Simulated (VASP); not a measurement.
# GaP (F-43m) in VASP: further runs

Runs on GaP. Level: LDA. Tasks: single point.

Program: VASP 6.6.1. These are calculated values, not measurements. Logs are shortened: lines on timing, memory, paths and dates and some standing lists are left out, and cuts for length are marked.

### 1 The cell of the first run

Symmetry: F-43m, No. 216, cubic system. Conventional cell: a = 5.435 Å, b = 5.435 Å, c = 5.435 Å, α = 90.00°, β = 90.00°, γ = 90.00°. Ga (site symmetry -43m) has 4 P at 2.35 Å within 3.1 Å. Within 3.1 Å of P (site symmetry -43m) lie 4 Ga at 2.35 Å.

### 2 Single point, LDA

INCAR reads:

```
ALGO = Normal
EDIFF = 1E-6
ENCUT = 500
GGA_COMPAT = False
ISIF = 2
ISMEAR = 0
LASPH = True
LCHARG = True
LELF = True
LREAL = False
LVHAR = True
LWAVE = False
NBANDS = 16
NELM = 120
PREC = Accurate
SIGMA = 0.05
```

KPOINTS reads:

```
k-points
0
Gamma
  6 6 6
```

POSCAR reads:

```
GaP
1.0
    0.0000000000      2.7175874299      2.7175874299
    2.7175874299      0.0000000000      2.7175874299
    2.7175874299      2.7175874299      0.0000000000
Ga P
1 1
Direct
    0.0000000000      0.0000000000      0.0000000000
    0.2500000000      0.2500000000      0.2500000000
```

Potentials or basis: VASP PAW LDA potentials, release 64 (Ga_d, P).

The run is started by

```console
cat potpaw_LDA.64/Ga_d/POTCAR potpaw_LDA.64/P/POTCAR > POTCAR
mpirun -np 1 vasp_std > vasp.out
```

OUTCAR:

```text
EDIFF = 1E-6
   ENCUT = 500
   ISIF = 2
   ISMEAR = 0
   LASPH = True
   LREAL = False
   NELM = 120
   PREC = Accurate

 ion  position               nearest neighbor table
   1  0.000  0.000  0.000-   2 2.35   2 2.35   2 2.35   2 2.35
   2  0.250  0.250  0.250-   1 2.35   1 2.35   1 2.35   1 2.35

  LATTYP: Found a face centered cubic cell.
 ALAT       =     5.4351748598

  Lattice vectors:

 A1 = (   0.0000000000,   2.7175874299,   2.7175874299)
 A2 = (   2.7175874299,   0.0000000000,   2.7175874299)
 A3 = (   2.7175874299,   2.7175874299,   0.0000000000)

Analysis of symmetry for initial positions (statically):
=====================================================================
 Subroutine PRICEL returns:
 Original cell was already a primitive cell.

 Routine SETGRP: Setting up the symmetry group for a
 face centered cubic supercell.

 Subroutine GETGRP returns: Found 24 space group operations
 (whereof 24 operations were pure point group operations)
 out of a pool of 48 trial point group operations.

The static configuration has the point symmetry T_d .

Analysis of symmetry for dynamics (positions and initial velocities):
=====================================================================
 Subroutine PRICEL returns:
 Original cell was already a primitive cell.

 Routine SETGRP: Setting up the symmetry group for a
 face centered cubic supercell.

 Subroutine GETGRP returns: Found 24 space group operations
 (whereof 24 operations were pure point group operations)
 out of a pool of 48 trial point group operations.

The dynamic configuration has the point symmetry T_d .

 Subroutine INISYM returns: Found 24 space group operations
 (whereof 24 operations are pure point group operations),
 and found     1 'primitive' translations

----------------------------------------------------------------------------------------

                                     Primitive cell

  volume of cell :      40.1403

  direct lattice vectors                    reciprocal lattice vectors
     0.000000000  2.717587430  2.717587430    -0.183986721  0.183986721  0.183986721
     2.717587430  0.000000000  2.717587430     0.183986721 -0.183986721  0.183986721
     2.717587430  2.717587430  0.000000000     0.183986721  0.183986721 -0.183986721

  length of vectors
     3.843249000  3.843249000  3.843249000     0.318674349  0.318674349  0.318674349

  position of ions in fractional coordinates (direct lattice)
     0.000000000  0.000000000  0.000000000
     0.250000000  0.250000000  0.250000000

  ion indices of the primitive-cell ions
   primitive index   ion index
                 1           1
                 2           2

----------------------------------------------------------------------------------------

 KPOINTS: k-points

Automatic generation of k-mesh.
 Grid dimensions read from file:
 generate k-points for:    6    6    6

 Generating k-lattice:

  Cartesian coordinates                     Fractional coordinates (reciprocal lattice)
    -0.030664453  0.030664453  0.030664453     0.166666667  0.000000000  0.000000000
     0.030664453 -0.030664453  0.030664453     0.000000000  0.166666667  0.000000000
     0.030664453  0.030664453 -0.030664453     0.000000000  0.000000000  0.166666667

  Length of vectors
     0.053112391  0.053112391  0.053112391

  Shift w.r.t. Gamma in fractional coordinates (k-lattice)
     0.000000000  0.000000000  0.000000000

 Subroutine IBZKPT returns following result:
 ===========================================

 Found     16 irreducible k-points:

 Following reciprocal coordinates:
            Coordinates               Weight
  0.000000  0.000000  0.000000      1.000000
  0.166667  0.000000  0.000000      8.000000
  0.333333  0.000000  0.000000      8.000000
  0.500000  0.000000  0.000000      4.000000
  0.166667  0.166667  0.000000      6.000000
  0.333333  0.166667  0.000000     24.000000
[... 8 lines left out ...]
 -0.333333  0.333333  0.166667     24.000000
 -0.333333  0.500000  0.166667     12.000000
   k-points           NKPTS =     16   k-points in BZ     NKDIM =     16   number of bands    NBANDS=     16
   number of dos      NEDOS =    301   number of ions     NIONS =      2
   total plane-waves  NPLWV =  21952
   dimension x,y,z NGX =    28 NGY =   28 NGZ =   28
   dimension x,y,z NGXF=    56 NGYF=   56 NGZF=   56
   ions per type =               1   1
   NGX,Y,Z   is equivalent  to a cutoff of  12.11, 12.11, 12.11 a.u.
   NGXF,Y,Z  is equivalent  to a cutoff of  24.22, 24.22, 24.22 a.u.
 SYSTEM =  unknown system
   PREC   = accura    normal or accurate (medium, high low for compatibility)
   ISTART =      0    job   : 0-new  1-cont  2-samecut
   ICHARG =      2    charge: 1-file 2-atom 10-const
   ISPIN  =      1    spin polarized calculation?
   LNONCOLLINEAR =      F non collinear calculations
   LSORBIT =      F    spin-orbit coupling
   LASPH  =      T    aspherical Exc in radial PAW
   ENCUT  =  500.0 eV  36.75 Ry    6.06 a.u.   7.01  7.01  7.01*2*pi/ulx,y,z
   NELM   =    120;   NELMIN=  2; NELMDL= -5     # of ELM steps
   EDIFF  = 0.1E-05   stopping-criterion for ELM
   LREAL  =      F    real-space projection
   EDIFFG = 0.1E-04   stopping-criterion for IOM
   NSW    =      0    number of steps for IOM
   IBRION =     -1    ionic relax: 0-MD 1-quasi-New 2-CG
   NFREE  =      0    steps in history (QN), initial steepest desc. (CG)
   ISIF   =      2    stress and relaxation
   ISYM   =      2    0-nonsym 1-usesym 2-fastsym
   POTIM  = 0.5000    time-step for ionic-motion
   TEBEG  =    0.0;   TEEND  =   0.0 temperature during run
   PSTRESS=    0.0 pullay stress
   NELECT =      18.0000    total number of electrons
   NUPDOWN=      -1.0000    fix difference up-down
   EMIN   =  10.00;   EMAX   =-10.00  energy-range for DOS
   EFERMI =   0.00;   METHOD = LEGACY
   ISMEAR =     0;   SIGMA  =   0.05  broadening in eV -4-tet -1-fermi 0-gaus
   EFERMI_NEDOS =   21; number of points for ismear=-14 and -15
   IALGO  =     38    algorithm
   IMIX   =      4    mixing-type and parameters
     AMIX     =   0.40;   BMIX     =  1.00
     AMIX_MAG =   1.60;   BMIX_MAG =  1.00
  volume/ion in A,a.u.               =      20.07       135.44
  Fermi-wavevector in a.u.,A,eV,Ry     =   1.253061  2.367942 21.363342  1.570161
  Thomas-Fermi vector in A             =   2.386932
   LORBIT       =      0    0 simple, 1 ext, 2 COOP (PROOUT), +10 PAW based schemes
   GGA     = CA    functional components
   LHFCALC =     F    Hartree Fock is set to
   AEXX    =    0.0000 exact exchange contribution
   IVDW    =     0    specifies the selected vdW correction
   LEPSILON=     F    determine dielectric tensor
   LRPA    =     F    only Hartree local field effects (RPA)
 non-spin polarized calculation
 Gauss-broadening in eV      SIGMA  =   0.05
  energy-cutoff  :      500.00
  volume of cell :       40.14
 maximum number of plane-waves:      1034
   NGX = 13   NGY = 13   NGZ = 13

 number of electron      18.0000014 magnetization

 Free energy of the ion-electron system (eV)
  ---------------------------------------------------
  ext. energy  EPLUGINS =         0.00000000
  ---------------------------------------------------
  free energy    TOTEN  =       -10.42962350 eV

  energy without entropy =      -10.42962350  energy(sigma->0) =      -10.42962350

 E-fermi :   4.8568     XC(G=0): -10.2001

 val. band max:        4.5994800450   @ k =   0.0000   0.0000   0.0000
 cond. band min:       6.0730926634   @ k =   0.5000   0.5000   0.0000
 fundamental gap:      1.4736126184
 Fermi energy:         4.8568497402

 k-point     1 :       0.0000    0.0000    0.0000
  band No.  band energies     occupation
      1     -10.1283      2.00000
      2     -10.1283      2.00000
      3     -10.1283      2.00000
      4     -10.0279      2.00000
      5     -10.0279      2.00000
      6      -7.9756      2.00000
[... 8 lines left out ...]
     15      14.4054      0.00000
     16      14.4054      0.00000

 k-point     2 :       0.1667    0.0000    0.0000
  band No.  band energies     occupation
      1     -10.1499      2.00000
      2     -10.1204      2.00000
      3     -10.1204      2.00000
      4     -10.0278      2.00000
      5     -10.0278      2.00000
      6      -7.6155      2.00000
[... 8 lines left out ...]
     15      13.5293      0.00000
     16      14.4134      0.00000

 k-point     3 :       0.3333    0.0000    0.0000
  band No.  band energies     occupation
      1     -10.1884      2.00000
      2     -10.1077      2.00000
      3     -10.1077      2.00000
      4     -10.0243      2.00000
      5     -10.0243      2.00000
      6      -6.6514      2.00000
[... 8 lines left out ...]
     15      14.2051      0.00000
     16      14.2051      0.00000

 k-point     4 :       0.5000    0.0000    0.0000
  band No.  band energies     occupation
      1     -10.2061      2.00000
      2     -10.1034      2.00000
      3     -10.1034      2.00000
      4     -10.0204      2.00000
      5     -10.0204      2.00000
      6      -5.8626      2.00000
[... 8 lines left out ...]
     15      16.2873      0.00000
     16      16.2873      0.00000

 k-point     5 :       0.1667    0.1667    0.0000
  band No.  band energies     occupation
      1     -10.1635      2.00000
      2     -10.1124      2.00000
      3     -10.1124      2.00000
      4     -10.0355      2.00000
      5     -10.0224      2.00000
      6      -7.4959      2.00000
[... 8 lines left out ...]
     15      14.8408      0.00000
     16      15.2411      0.00000

 k-point     6 :       0.3333    0.1667    0.0000
  band No.  band energies     occupation
      1     -10.1926      2.00000
      2     -10.1013      2.00000
      3     -10.0979      2.00000
      4     -10.0392      2.00000
      5     -10.0179      2.00000
      6      -6.7212      2.00000
[... 8 lines left out ...]
     15      15.3324      0.00000
     16      16.0719      0.00000

 k-point     7 :       0.5000    0.1667    0.0000
  band No.  band energies     occupation
      1     -10.2092      2.00000
      2     -10.0985      2.00000
      3     -10.0920      2.00000
      4     -10.0322      2.00000
      5     -10.0181      2.00000
      6      -5.7197      2.00000
[... 8 lines left out ...]
     15      16.3014      0.00000
     16      16.7388      0.00000

 k-point     8 :      -0.3333    0.1667    0.0000
  band No.  band energies     occupation
      1     -10.2019      2.00000
      2     -10.1005      2.00000
      3     -10.0968      2.00000
      4     -10.0269      2.00000
      5     -10.0247      2.00000
      6      -6.0159      2.00000
[... 8 lines left out ...]
     15      15.2300      0.00000
     16      16.9410      0.00000

 k-point     9 :      -0.1667    0.1667    0.0000
  band No.  band energies     occupation
      1     -10.1754      2.00000
      2     -10.1110      2.00000
      3     -10.1078      2.00000
      4     -10.0317      2.00000
      5     -10.0238      2.00000
      6      -7.0471      2.00000
[... 8 lines left out ...]
     15      14.7809      0.00000
     16      16.0553      0.00000

 k-point    10 :       0.3333    0.3333    0.0000
  band No.  band energies     occupation
      1     -10.2189      2.00000
      2     -10.0795      2.00000
      3     -10.0795      2.00000
      4     -10.0542      2.00000
      5     -10.0113      2.00000
      6      -6.1810      2.00000
[... 8 lines left out ...]
     15      16.0379      0.00000
     16      18.8483      0.00000

 k-point    11 :       0.5000    0.3333    0.0000
  band No.  band energies     occupation
      1     -10.2288      2.00000
      2     -10.0775      2.00000
      3     -10.0712      2.00000
      4     -10.0533      2.00000
      5     -10.0111      2.00000
      6      -5.2902      2.00000
[... 8 lines left out ...]
     15      16.5296      0.00000
     16      17.8108      0.00000

 k-point    12 :      -0.3333    0.3333    0.0000
  band No.  band energies     occupation
      1     -10.2174      2.00000
      2     -10.0899      2.00000
      3     -10.0780      2.00000
      4     -10.0393      2.00000
      5     -10.0209      2.00000
      6      -5.1799      2.00000
[... 8 lines left out ...]
     15      14.1390      0.00000
     16      19.5060      0.00000

 k-point    13 :       0.5000    0.5000    0.0000
  band No.  band energies     occupation
      1     -10.2423      2.00000
      2     -10.0646      2.00000
      3     -10.0623      2.00000
      4     -10.0623      2.00000
      5     -10.0058      2.00000
      6      -4.9311      2.00000
[... 8 lines left out ...]
     15      17.0516      0.00000
     16      17.5571      0.00000

 k-point    14 :       0.5000    0.3333    0.1667
  band No.  band energies     occupation
      1     -10.2111      2.00000
      2     -10.0939      2.00000
      3     -10.0823      2.00000
      4     -10.0425      2.00000
      5     -10.0169      2.00000
      6      -5.8572      2.00000
[... 8 lines left out ...]
     15      16.3276      0.00000
     16      17.8311      0.00000

 k-point    15 :      -0.3333    0.3333    0.1667
  band No.  band energies     occupation
      1     -10.2167      2.00000
      2     -10.0941      2.00000
      3     -10.0755      2.00000
      4     -10.0391      2.00000
      5     -10.0201      2.00000
      6      -5.1772      2.00000
[... 8 lines left out ...]
     15      17.0051      0.00000
     16      17.3200      0.00000

 k-point    16 :      -0.3333    0.5000    0.1667
  band No.  band energies     occupation
      1     -10.2278      2.00000
      2     -10.0825      2.00000
      3     -10.0676      2.00000
      4     -10.0491      2.00000
      5     -10.0145      2.00000
      6      -4.8578      2.00000
[... 8 lines left out ...]
     15      16.4938      0.00000
     16      18.2023      0.00000

------------------------ aborting loop because EDIFF is reached ----------------------------------------

  FORCE on cell =-STRESS in cart. coord.  units (eV):
  Direction    XX          YY          ZZ          XY          YZ          ZX
  --------------------------------------------------------------------------------------
  -------------------------------------------------------------------------------------
  Total       -0.4982678     -0.4982678     -0.4982678     -0.0000000     -0.0000000      0.0000000
  in kB      -19.8880777    -19.8880777    -19.8880777     -0.0000000     -0.0000000      0.0000000
  external PRESSURE =     -19.8880777 kB  Pullay stress =       0.0000000 kB

 VOLUME and BASIS-vectors are now :
 -----------------------------------------------------------------------------
  energy-cutoff  :      500.00
  volume of cell :       40.14
      direct lattice vectors                 reciprocal lattice vectors
     0.000000000  2.717587430  2.717587430    -0.183986721  0.183986721  0.183986721
     2.717587430  0.000000000  2.717587430     0.183986721 -0.183986721  0.183986721
     2.717587430  2.717587430  0.000000000     0.183986721  0.183986721 -0.183986721

 POSITION                                       TOTAL-FORCE (eV/Angst)
 -----------------------------------------------------------------------------------
      0.00000      0.00000      0.00000         0.000000      0.000000      0.000000
      1.35879      1.35879      1.35879        -0.000000     -0.000000     -0.000000
 -----------------------------------------------------------------------------------
    total drift:                                0.000001      0.000001      0.000001

  FREE ENERGIE OF THE ION-ELECTRON SYSTEM (eV)
  ---------------------------------------------------
  free  energy   TOTEN  =       -10.4296235011 eV

  energy  without entropy=      -10.4296235011  energy(sigma->0) =      -10.42962350
```

It took 7 s on 1 thread of AMD EPYC 7R13 (Zen 3), shared host; peak memory 0.11 GiB.

What came out:

```yaml
Free_energy: -10.4296 eV
Pressure: -2.0 GPa
Band_gap_on_the_k_mesh: 1.47 eV, indirect (least direct gap 1.70 eV)
```

Levels at points of the mesh, in eV from the valence-band top:
| k point | band 7 | band 8 | band 9 | band 10 | band 11 | band 12 |
| --- | --- | --- | --- | --- | --- | --- |
| (0.00, 0.00, 0.00) | 0.00 | 0.00 | 0.00 | 1.70 | 3.79 | 3.79 |
| (0.50, 0.00, 0.00) | -6.76 | -1.14 | -1.14 | 1.54 | 4.63 | 4.63 |
| (0.50, 0.50, 0.00) | -6.88 | -2.74 | -2.74 | 1.47 | 1.67 | 10.52 |

A k mesh can miss the band edges. Expect the measured gap to be larger: semilocal functionals such as LDA lack the derivative discontinuity.

### 3 Single point, LDA

This run uses another cell than the first one, of 19.59 Å³/atom, 0.976 times its volume.

INCAR reads:

```
PREC = Accurate
ENCUT = 500
EDIFF = 1E-6
ISMEAR = 0
SIGMA = 0.05
LREAL = False
LASPH = True
NELM = 120
ALGO = Normal
ISIF = 2
LWAVE = False
LCHARG = False
NBANDS = 16
GGA_COMPAT = False
```

KPOINTS reads:

```
Automatic mesh
0
Gamma
  6 6 6
```

POSCAR reads:

```
GaP
1.0
    0.0000000000      2.6957710099      2.6957710099
    2.6957710099      0.0000000000      2.6957710099
    2.6957710099      2.6957710099      0.0000000000
Ga P
1 1
Direct
    0.0000000000      0.0000000000      0.0000000000
    0.2500000000      0.2500000000      0.2500000000
```

Potentials or basis: VASP PAW LDA potentials, release 64 (Ga_d, P).

The run is started by

```console
cat potpaw_LDA.64/Ga_d/POTCAR potpaw_LDA.64/P/POTCAR > POTCAR
mpirun -np 1 vasp_std > vasp.out
```

Wall time 6.3 s (1 thread of AMD EPYC 7R13 (Zen 3), shared host); peak memory 0.11 GiB.

The run converged. Its results:

```yaml
Free_energy: -10.4351 eV
Pressure: 0.1 GPa
Band_gap_on_the_k_mesh: 1.42 eV, indirect (least direct gap 1.91 eV)
```

Levels at points of the mesh, in eV from the valence-band top:
| k point | band 5 | band 6 | band 7 | band 8 | band 9 | band 10 | band 11 | band 12 | band 13 | band 14 |
| --- | --- | --- | --- | --- | --- | --- | --- | --- | --- | --- |
| (0.00, 0.00, 0.00) | -14.67 | -12.76 | 0.00 | 0.00 | 0.00 | 1.91 | 3.78 | 3.78 | 3.78 | 8.63 |
| (0.50, 0.00, 0.00) | -14.66 | -10.57 | -6.90 | -1.18 | -1.18 | 1.61 | 4.62 | 4.62 | 8.10 | 10.88 |
| (0.50, 0.50, 0.00) | -14.64 | -9.60 | -7.00 | -2.83 | -2.83 | 1.42 | 1.65 | 10.70 | 10.70 | 11.27 |

(Part 1 of 2 ends here.)
